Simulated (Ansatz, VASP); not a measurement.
## One calculation of Cu, two programs

```
CELL_PARAMETERS angstrom
0.00000 1.86173 1.80750
1.86173 0.00000 1.80750
1.86173 1.86173 0.00000
ATOMIC_POSITIONS crystal
Cu 0.00000 0.00000 0.00000
```

Change from the starting cell: strain +0.030 along x and y, +0.000 along z, atoms carried along.

Alike in both runs: task single point; functional PBE; k mesh 22 × 22 × 22; occupations gaussian, width 0.15 eV; no spin polarisation.

|  | VASP | Ansatz |
| --- | --- | --- |
| version | VASP 6.6.1 | Ansatz 0.2.0 |
| potentials or method | VASP PAW PBE potentials, release 64 (Cu), cutoff 520 eV | scalar-relativistic, plane waves, PAW |
| valence electrons in the cell | 11 | 19 |

Ansatz gave:

- gap on the k mesh at the Fermi level (eV): none
- pressure (GPa): -5.9
- traceless stress, the component that is largest in VASP (GPa): 0.91

What did VASP give for the same quantities?

gap on the k mesh at the Fermi level (eV): none; pressure (GPa): -5.3; traceless stress, the component that is largest in VASP (GPa): 0.90.

A gap of «none» marks a metal or a gap that the smearing closes. The functional is the same, so the differences come from potentials, cutoffs and numerics. VASP's potentials hold 11 valence electrons a cell and Ansatz's 19, so a difference there can come from the potentials and not from the codes.
